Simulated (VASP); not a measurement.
## Ga2O3: single point with r2SCAN

Crystal: Ga2O3.

```
Ga O
1.0
     5.98233   -1.48755    0.00000
     5.98233    1.48755    0.00000
    -1.35770    0.00000    5.51508
Ga O
4 6
Direct
  0.34134 0.34134 0.68598
  0.65866 0.65866 0.31402
  0.90950 0.90950 0.20540
  0.09050 0.09050 0.79460
  0.50410 0.50410 0.74340
  0.49590 0.49590 0.25660
  0.82670 0.82670 0.43680
  0.17330 0.17330 0.56320
  0.83550 0.83550 0.89020
  0.16450 0.16450 0.10980
```

```yaml
Program: VASP 6.6.1
Task: single point
Functional: r2SCAN
Potentials_or_basis: VASP PAW PBE potentials, release 64 (Ga_d, O)
Cutoff: 520 eV
k_mesh: 9 × 9 × 5
Occupations: fermi-dirac, width 0.05 eV
Spin: no spin polarisation
```

| Property | Result |
| --- | --- |
| Pressure | 19.0 GPa |
| Largest force | 0.513 eV/Å |
| Band gap on the k mesh | 3.68 eV (least direct gap 3.68 eV) |

Forces on the atoms (eV/Å):
```
Ga  -0.015  0.000 -0.262
Ga   0.015  0.000  0.262
Ga  -0.324  0.000 -0.039
Ga   0.324  0.000  0.039
O   -0.491  0.000 -0.147
O    0.491  0.000  0.147
O    0.054  0.000  0.172
O   -0.054  0.000 -0.172
O   -0.452  0.000  0.089
O    0.452  0.000 -0.089
```

Stress tensor (GPa, compression positive):
```
17.94  0.00  0.21
 0.00 20.44  0.00
 0.21  0.00 18.60
```

Levels at points of the mesh, in eV from the valence-band top:
```csv
k point,band 42,band 43,band 44,band 45,band 46,band 47
"(0.00, 0.00, 0.00)",-0.49,-0.27,-0.01,3.68,6.96,7.84
```

It took 110 min on 1 thread of Oxide Virtual Turin-like Processor (shared host), peak memory 0.6 GiB.

Caveat: the cell stands under pressure; the PAW data sets were made with another functional, which shifts forces and pressure a little. r2SCAN opens gaps a little over a GGA but as a rule still falls short of measured ones.
